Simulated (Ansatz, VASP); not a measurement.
## Two plane-wave programs on InSe

```
CELL_PARAMETERS angstrom
5.87913 -2.05490 0.06814
5.87913 2.05490 0.06814
-1.68332 0.00000 4.38589
ATOMIC_POSITIONS crystal
In 0.11320 0.11320 0.96513
In 0.88680 0.88680 0.03487
Se 0.34258 0.34258 0.35094
Se 0.65742 0.65742 0.64906
```

Alike in both runs: task single point; functional PBE; k mesh 4 × 4 × 4; occupations gaussian, width 0.2 eV; no spin polarisation.

|  | VASP | Ansatz |
| --- | --- | --- |
| version | VASP 6.6.1 | Ansatz 0.2.0 |
| potentials or method | VASP PAW PBE potentials, release 64 (In_d, Se) | plane waves |
| plane-wave cutoff (eV) | 520 | 420 |
| valence electrons in the cell | 38 | 58 |

Ansatz gave:

| Quantity | Value |
| --- | --- |
| pressure (GPa) | 2.5 |
| traceless stress, the component that is largest in VASP (GPa) | 0.32 |
| rms of the force components (eV/Å) | 0.103 |

Question: Which values does VASP return?

Answer: Pressure (GPa): 2.6; traceless stress, the component that is largest in VASP (GPa): 0.33; rms of the force components (eV/Å): 0.109.

Atom by atom the forces differ by 0.007 eV/Å (rms over components). VASP's potentials hold 38 valence electrons a cell and Ansatz's 58, so a difference there can come from the potentials and not from the codes.
